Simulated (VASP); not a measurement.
# HgS (F-43m) in VASP: further runs

HgS is run at these levels: BLYP, RPBE; tasks: single point.

All numbers are computed with VASP 6.6.1; they aren't measurements. Logs are shortened: lines on timing, memory, paths and dates and some standing lists are left out, and cuts for length are marked.

## 1. The cell of the first run

The structure is cubic, space group F-43m (No. 216). The conventional cell has a = 6.096 Å, b = 6.096 Å, c = 6.096 Å, α = 90.00°, β = 90.00°, γ = 90.00°. Hg (site symmetry -43m) has 4 S at 2.64 Å within 3.5 Å. Within 3.5 Å of S (site symmetry -43m) lie 4 Hg at 2.64 Å.

## 2. Single point, BLYP (volume scaled by 0.98)

The input, INCAR:

```
PREC     = Accurate       # precision mode
ENCUT    = 500            # plane-wave cutoff, eV
EDIFF    = 1E-6           # SCF threshold, eV
ISMEAR   = 0              # smearing method
SIGMA    = 0.05           # smearing width, eV
LREAL    = F              # projectors in reciprocal space
LASPH    = T              # aspherical terms in the spheres
NELM     = 120            # most SCF steps
ALGO     = Normal         # electronic algorithm
ISIF     = 2              # what is computed and relaxed
LWAVE    = F              # write WAVECAR
LCHARG   = T              # write CHGCAR
GGA      = B5             # functional
ALDAX    = 1.0          
AGGAX    = 1.0          
AGGAC    = 1.0          
ALDAC    = 0.0          
LELF     = T              # ELF
LVHAR    = T            
NBANDS   = 16             # bands
GGA_COMPAT= F
```

The input, KPOINTS:

```
regular mesh
0
Gamma
  8 8 8
```

The input, POSCAR:

```
HgS
1.0
    0.0000000000      3.0482342941      3.0482342941
    3.0482342941      0.0000000000      3.0482342941
    3.0482342941      3.0482342941      0.0000000000
Hg S
1 1
Direct
    0.0000000000      0.0000000000      0.0000000000
    0.7500000000      0.7500000000      0.7500000000
```

Potentials or basis: VASP PAW PBE potentials, release 64 (Hg, S).

Command:

```console
$ cat potpaw_PBE.64/Hg/POTCAR potpaw_PBE.64/S/POTCAR > POTCAR
$ mpirun -np 1 vasp_std > vasp.out
```

OUTCAR:

```text
PREC = Accurate
   ENCUT = 500
   EDIFF = 1E-6
   ISMEAR = 0
   LREAL = F
   LASPH = T
   NELM = 120
   ISIF = 2
   GGA = B5

 ion  position               nearest neighbor table
   1  0.000  0.000  0.000-   2 2.64   2 2.64   2 2.64   2 2.64
   2  0.750  0.750  0.750-   1 2.64   1 2.64   1 2.64   1 2.64

  LATTYP: Found a face centered cubic cell.
 ALAT       =     6.0964685882

  Lattice vectors:

 A1 = (   0.0000000000,   3.0482342941,   3.0482342941)
 A2 = (   3.0482342941,   0.0000000000,   3.0482342941)
 A3 = (   3.0482342941,   3.0482342941,   0.0000000000)

Analysis of symmetry for initial positions (statically):
=====================================================================
 Subroutine PRICEL returns:
 Original cell was already a primitive cell.

 Routine SETGRP: Setting up the symmetry group for a
 face centered cubic supercell.

 Subroutine GETGRP returns: Found 24 space group operations
 (whereof 24 operations were pure point group operations)
 out of a pool of 48 trial point group operations.

The static configuration has the point symmetry T_d .

Analysis of symmetry for dynamics (positions and initial velocities):
=====================================================================
 Subroutine PRICEL returns:
 Original cell was already a primitive cell.

 Routine SETGRP: Setting up the symmetry group for a
 face centered cubic supercell.

 Subroutine GETGRP returns: Found 24 space group operations
 (whereof 24 operations were pure point group operations)
 out of a pool of 48 trial point group operations.

The dynamic configuration has the point symmetry T_d .

 Subroutine INISYM returns: Found 24 space group operations
 (whereof 24 operations are pure point group operations),
 and found     1 'primitive' translations

----------------------------------------------------------------------------------------

                                     Primitive cell

  volume of cell :      56.6468

  direct lattice vectors                    reciprocal lattice vectors
     0.000000000  3.048234294  3.048234294    -0.164029386  0.164029386  0.164029386
     3.048234294  0.000000000  3.048234294     0.164029386 -0.164029386  0.164029386
     3.048234294  3.048234294  0.000000000     0.164029386  0.164029386 -0.164029386

  length of vectors
     4.310854280  4.310854280  4.310854280     0.284107231  0.284107231  0.284107231

  position of ions in fractional coordinates (direct lattice)
     0.000000000  0.000000000  0.000000000
     0.750000000  0.750000000  0.750000000

  ion indices of the primitive-cell ions
   primitive index   ion index
                 1           1
                 2           2

----------------------------------------------------------------------------------------

 KPOINTS: regular mesh

Automatic generation of k-mesh.
 Grid dimensions read from file:
 generate k-points for:    8    8    8

 Generating k-lattice:

  Cartesian coordinates                     Fractional coordinates (reciprocal lattice)
    -0.020503673  0.020503673  0.020503673     0.125000000  0.000000000  0.000000000
     0.020503673 -0.020503673  0.020503673     0.000000000  0.125000000  0.000000000
     0.020503673  0.020503673 -0.020503673     0.000000000  0.000000000  0.125000000

  Length of vectors
     0.035513404  0.035513404  0.035513404

  Shift w.r.t. Gamma in fractional coordinates (k-lattice)
     0.000000000  0.000000000  0.000000000

 Subroutine IBZKPT returns following result:
 ===========================================

 Found     29 irreducible k-points:

 Following reciprocal coordinates:
            Coordinates               Weight
  0.000000  0.000000  0.000000      1.000000
  0.125000  0.000000  0.000000      8.000000
  0.250000  0.000000  0.000000      8.000000
  0.375000  0.000000  0.000000      8.000000
  0.500000  0.000000  0.000000      4.000000
  0.125000  0.125000  0.000000      6.000000
[... 16 lines left out ...]
  0.500000  0.250000  0.125000     48.000000
 -0.375000  0.250000  0.125000     24.000000
 [... further k-points ...]
   k-points           NKPTS =     29   k-points in BZ     NKDIM =     29   number of bands    NBANDS=     16
   number of dos      NEDOS =    301   number of ions     NIONS =      2
   total plane-waves  NPLWV =  32768
   dimension x,y,z NGX =    32 NGY =   32 NGZ =   32
   dimension x,y,z NGXF=    64 NGYF=   64 NGZF=   64
   ions per type =               1   1
   NGX,Y,Z   is equivalent  to a cutoff of  12.34, 12.34, 12.34 a.u.
   NGXF,Y,Z  is equivalent  to a cutoff of  24.68, 24.68, 24.68 a.u.
 SYSTEM =  unknown system
   PREC   = accura    normal or accurate (medium, high low for compatibility)
   ISTART =      0    job   : 0-new  1-cont  2-samecut
   ICHARG =      2    charge: 1-file 2-atom 10-const
   ISPIN  =      1    spin polarized calculation?
   LNONCOLLINEAR =      F non collinear calculations
   LSORBIT =      F    spin-orbit coupling
   LASPH  =      T    aspherical Exc in radial PAW
   ENCUT  =  500.0 eV  36.75 Ry    6.06 a.u.   7.86  7.86  7.86*2*pi/ulx,y,z
   NELM   =    120;   NELMIN=  2; NELMDL= -5     # of ELM steps
   EDIFF  = 0.1E-05   stopping-criterion for ELM
   LREAL  =      F    real-space projection
   EDIFFG = 0.1E-04   stopping-criterion for IOM
   NSW    =      0    number of steps for IOM
   IBRION =     -1    ionic relax: 0-MD 1-quasi-New 2-CG
   NFREE  =      0    steps in history (QN), initial steepest desc. (CG)
   ISIF   =      2    stress and relaxation
   ISYM   =      2    0-nonsym 1-usesym 2-fastsym
   POTIM  = 0.5000    time-step for ionic-motion
   TEBEG  =    0.0;   TEEND  =   0.0 temperature during run
   PSTRESS=    0.0 pullay stress
   NELECT =      18.0000    total number of electrons
   NUPDOWN=      -1.0000    fix difference up-down
   EMIN   =  10.00;   EMAX   =-10.00  energy-range for DOS
   EFERMI =   0.00;   METHOD = LEGACY
   ISMEAR =     0;   SIGMA  =   0.05  broadening in eV -4-tet -1-fermi 0-gaus
   EFERMI_NEDOS =   21; number of points for ismear=-14 and -15
   IALGO  =     38    algorithm
   IMIX   =      4    mixing-type and parameters
     AMIX     =   0.40;   BMIX     =  1.00
     AMIX_MAG =   1.60;   BMIX_MAG =  1.00
  volume/ion in A,a.u.               =      28.32       191.14
  Fermi-wavevector in a.u.,A,eV,Ry     =   1.117139  2.111087 16.980073  1.248000
  Thomas-Fermi vector in A             =   2.253759
   LORBIT       =      0    0 simple, 1 ext, 2 COOP (PROOUT), +10 PAW based schemes
   GGA     = B5    functional components
   LHFCALC =     F    Hartree Fock is set to
   AEXX    =    0.0000 exact exchange contribution
   IVDW    =     0    specifies the selected vdW correction
   LEPSILON=     F    determine dielectric tensor
   LRPA    =     F    only Hartree local field effects (RPA)
 non-spin polarized calculation
 Gauss-broadening in eV      SIGMA  =   0.05
  energy-cutoff  :      500.00
  volume of cell :       56.65
 maximum number of plane-waves:      1459
   NGX = 15   NGY = 15   NGZ = 15

 number of electron      18.0000004 magnetization

 Free energy of the ion-electron system (eV)
  ---------------------------------------------------
  ext. energy  EPLUGINS =         0.00000000
  ---------------------------------------------------
  free energy    TOTEN  =        -3.64696108 eV

  energy without entropy =       -3.64680976  energy(sigma->0) =       -3.64688542

 E-fermi :   1.3524     XC(G=0):  -8.2778

 val. band max:        1.3371192200   @ k =   0.0000   0.0000   0.0000
 cond. band min:       1.9973991625   @ k =   0.1250   0.0000   0.0000
 fundamental gap:      0.6602799426
 Fermi energy:         1.3523920125

 k-point     1 :       0.0000    0.0000    0.0000
  band No.  band energies     occupation
      1     -11.0828      2.00000
      2      -5.0733      2.00000
      3      -5.0733      2.00000
      4      -5.0733      2.00000
      5      -4.4027      2.00000
      6      -4.4027      2.00000
[... 8 lines left out ...]
     15      12.8734      0.00000
     16      12.8734      0.00000

 k-point     2 :       0.1250    0.0000    0.0000
  band No.  band energies     occupation
      1     -11.0255      2.00000
      2      -5.0447      2.00000
      3      -5.0447      2.00000
      4      -5.0406      2.00000
      5      -4.4042      2.00000
      6      -4.4042      2.00000
[... 8 lines left out ...]
     15      12.3100      0.00000
     16      12.3100      0.00000

 k-point     3 :       0.2500    0.0000    0.0000
  band No.  band energies     occupation
      1     -10.8845      2.00000
      2      -4.9816      2.00000
      3      -4.9816      2.00000
      4      -4.8917      2.00000
      5      -4.3974      2.00000
      6      -4.3974      2.00000
[... 8 lines left out ...]
     15      12.0296      0.00000
     16      12.0296      0.00000

 k-point     4 :       0.3750    0.0000    0.0000
  band No.  band energies     occupation
      1     -10.7393      2.00000
      2      -4.9310      2.00000
      3      -4.9310      2.00000
      4      -4.5280      2.00000
      5      -4.3707      2.00000
      6      -4.3707      2.00000
[... 8 lines left out ...]
     15      12.6201      0.00000
     16      12.6201      0.00000

 k-point     5 :       0.5000    0.0000    0.0000
  band No.  band energies     occupation
      1     -10.6781      2.00000
      2      -4.9148      2.00000
      3      -4.9148      2.00000
      4      -4.3525      2.00000
      5      -4.3525      2.00000
      6      -4.1038      2.00000
[... 8 lines left out ...]
     15      13.4098      0.00000
     16      13.4098      0.00000

 k-point     6 :       0.1250    0.1250    0.0000
  band No.  band energies     occupation
      1     -11.0065      2.00000
      2      -5.0655      2.00000
      3      -5.0170      2.00000
      4      -5.0170      2.00000
      5      -4.4245      2.00000
      6      -4.3865      2.00000
[... 8 lines left out ...]
     15      12.3448      0.00000
     16      12.9040      0.00000
[... 267 lines left out ...]
 k-point    21 :       0.5000    0.5000    0.0000
  band No.  band energies     occupation
      1     -10.5439      2.00000
      2      -4.8922      2.00000
      3      -4.6019      2.00000
      4      -4.6019      2.00000
      5      -4.2907      2.00000
      6      -4.0814      2.00000
[... 8 lines left out ...]
     15      13.1309      0.00000
     16      14.3025      0.00000

 k-point    22 :       0.3750    0.2500    0.1250
  band No.  band energies     occupation
      1     -10.7781      2.00000
      2      -4.9516      2.00000
      3      -4.8792      2.00000
      4      -4.7957      2.00000
      5      -4.4264      2.00000
      6      -4.3441      2.00000
[... 8 lines left out ...]
     15      13.0101      0.00000
     16      14.2871      0.00000

 k-point    23 :       0.5000    0.2500    0.1250
  band No.  band energies     occupation
      1     -10.6610      2.00000
      2      -4.8790      2.00000
      3      -4.8344      2.00000
      4      -4.5659      2.00000
      5      -4.3654      2.00000
      6      -4.2680      2.00000
[... 8 lines left out ...]
     15      13.4797      0.00000
     16      13.8295      0.00000

 k-point    24 :      -0.3750    0.2500    0.1250
  band No.  band energies     occupation
      1     -10.6120      2.00000
      2      -4.8639      2.00000
      3      -4.8119      2.00000
      4      -4.4414      2.00000
      5      -4.3759      2.00000
      6      -4.0265      2.00000
[... 8 lines left out ...]
     15      13.1721      0.00000
     16      13.8777      0.00000

 [... further k-points ...]
[... 5 lines left out ...]
  --------------------------------------------------------------------------------------
  -------------------------------------------------------------------------------------
  Total        0.4130356      0.4130356      0.4130356      0.0000000      0.0000000     -0.0000000
  in kB       11.6821582     11.6821582     11.6821582      0.0000000      0.0000000     -0.0000000
  external PRESSURE =      11.6821582 kB  Pullay stress =       0.0000000 kB

 VOLUME and BASIS-vectors are now :
 -----------------------------------------------------------------------------
  energy-cutoff  :      500.00
  volume of cell :       56.65
      direct lattice vectors                 reciprocal lattice vectors
     0.000000000  3.048234294  3.048234294    -0.164029386  0.164029386  0.164029386
     3.048234294  0.000000000  3.048234294     0.164029386 -0.164029386  0.164029386
     3.048234294  3.048234294  0.000000000     0.164029386  0.164029386 -0.164029386

 POSITION                                       TOTAL-FORCE (eV/Angst)
 -----------------------------------------------------------------------------------
      0.00000      0.00000      0.00000        -0.000000     -0.000000     -0.000000
      4.57235      4.57235      4.57235         0.000000      0.000000      0.000000
 -----------------------------------------------------------------------------------
    total drift:                                0.000000      0.000000      0.000000

  FREE ENERGIE OF THE ION-ELECTRON SYSTEM (eV)
  ---------------------------------------------------
  free  energy   TOTEN  =        -3.6469610813 eV

  energy  without entropy=       -3.6468097599  energy(sigma->0) =       -3.64688542
```

It took 51 s on 1 thread of Intel Xeon 8259CL, shared host; peak memory 0.18 GiB.

What came out:

```
Free energy            : -3.6470 eV
Pressure               : 1.2 GPa
Band gap on the k mesh : zero (filled and empty bands touch)
```

Caveat: the cell differs from its parent crystal (volume scaled by 0.98); the PAW data sets were made with another functional, which shifts forces and pressure a little; spin-orbit coupling is left out, which moves the levels of the heavy elements.

## 3. Single point, RPBE

This run uses another cell than the first one, of 28.05 Å³/atom, 0.990 times its volume.

The input, INCAR:

```
SYSTEM = HgS
ALGO     = Normal         ! electronic algorithm
EDIFF    = 1E-6           ! SCF threshold, eV
ENCUT    = 500            ! plane-wave cutoff, eV
GGA      = RP             ! functional
GGA_COMPAT= .False.      
ISIF     = 2              ! what is computed and relaxed
ISMEAR   = 0              ! smearing method
LASPH    = .True.         ! aspherical terms in the spheres
LCHARG   = .True.         ! write CHGCAR
LELF     = .True.         ! ELF
LREAL    = .False.        ! projectors in reciprocal space
LVHAR    = .True.       
LWAVE    = .False.        ! write WAVECAR
NBANDS   = 16             ! bands
NELM     = 120            ! most SCF steps
PREC     = Accurate       ! precision mode
SIGMA    = 0.05           ! smearing width, eV
```

The input, KPOINTS:

```
k-points
0
Gamma
  8 8 8
  0 0 0
```

The input, POSCAR:

```
HgS
1.0
    0.0000000000      3.0383115951      3.0383115951
    3.0383115951      0.0000000000      3.0383115951
    3.0383115951      3.0383115951      0.0000000000
Hg S
1 1
Direct
    0.0000000000      0.0000000000      0.0000000000
    0.7500000000      0.7500000000      0.7500000000
```

Potentials or basis: VASP PAW PBE potentials, release 64 (Hg, S).

Command:

```console
$ cat potpaw_PBE.64/Hg/POTCAR potpaw_PBE.64/S/POTCAR > POTCAR
$ mpirun -np 1 vasp_std > vasp.out
```

Run time: 40 s. Hardware: 1 thread of Intel Xeon 8259CL, shared host; peak memory 0.18 GiB.

The run converged. Its results:

* Free energy: -3.8706 eV
* Pressure: 0.2 GPa
* Band gap on the k mesh: zero (filled and empty bands touch)

Levels at points of the mesh, in eV from the Fermi level:
```
           k point  band 5  band 6  band 7  band 8  band 9  band 10  band 11  band 12  band 13  band 14
(0.00, 0.00, 0.00)   -5.78   -5.78   -0.48   -0.02   -0.02    -0.02     6.23     6.23     6.23     9.89
(0.50, 0.00, 0.00)   -5.73   -5.46   -4.71   -0.79   -0.79     1.62     6.89     6.89     6.89    10.42
(0.50, 0.50, 0.00)   -5.66   -5.43   -4.35   -1.88   -1.88     3.09     3.84     8.64     9.83     9.83
```

Caveat: the PAW data sets were made with another functional, which shifts forces and pressure a little; spin-orbit coupling is left out, which moves the levels of the heavy elements.
